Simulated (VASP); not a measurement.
Here is a VASP 6.6.1 calculation.

The input INCAR:

```
PREC     = Accurate       # precision mode
ENCUT    = 520            # plane-wave cutoff, eV
EDIFF    = 1E-6           # SCF threshold, eV
ISMEAR   = 0              # smearing method
SIGMA    = 0.1            # smearing width, eV
LREAL    = False          # projectors in reciprocal space
LASPH    = True           # aspherical terms in the spheres
NELM     = 100            # most SCF steps
ALGO     = Normal         # electronic algorithm
ISIF     = 2              # what is computed and relaxed
LWAVE    = False          # write WAVECAR
LCHARG   = False          # write CHGCAR
GGA      = PE             # functional
NBANDS   = 31             # bands
```

File KPOINTS:

```
regular mesh
0
Gamma
  4 4 4
```

The input POSCAR:

```
MgCl6
1.0
    0.0000000000      4.7130327489      4.7130327489
    4.7130327489      0.0000000000      4.7130327489
    4.7130327489      4.7130327489      0.0000000000
Mg Cl
1 6
Direct
    0.0000000000      0.0000000000      0.0000000000
    0.2593509504      0.7406490496      0.7406490496
    0.7406490496      0.2593509504      0.2593509504
    0.7406490496      0.2593509504      0.7406490496
    0.2593509504      0.7406490496      0.2593509504
    0.7406490496      0.7406490496      0.2593509504
    0.2593509504      0.2593509504      0.7406490496
```

Potentials or basis: VASP PAW PBE potentials, release 64 (Mg, Cl).

The run is started by

```sh
$ cat potpaw_PBE.64/Mg/POTCAR potpaw_PBE.64/Cl/POTCAR > POTCAR
$ mpirun -np 1 vasp_std > vasp.out
```

Question: Estimate the pressure.

Answer: -0.2 GPa.

Question: What does it give for the band gap on the k mesh?

Answer: Zero (bands 22 and 23 overlap by 0.49 eV).

Question: Predict the largest force.

Answer: 0.019 eV/Å.

Forces on the atoms (eV/Å):
```
Mg   0.000  0.000  0.000
Cl  -0.019  0.000  0.000
Cl   0.019  0.000  0.000
Cl   0.000 -0.019  0.000
Cl   0.000  0.019  0.000
Cl   0.000  0.000 -0.019
Cl   0.000  0.000  0.019
```
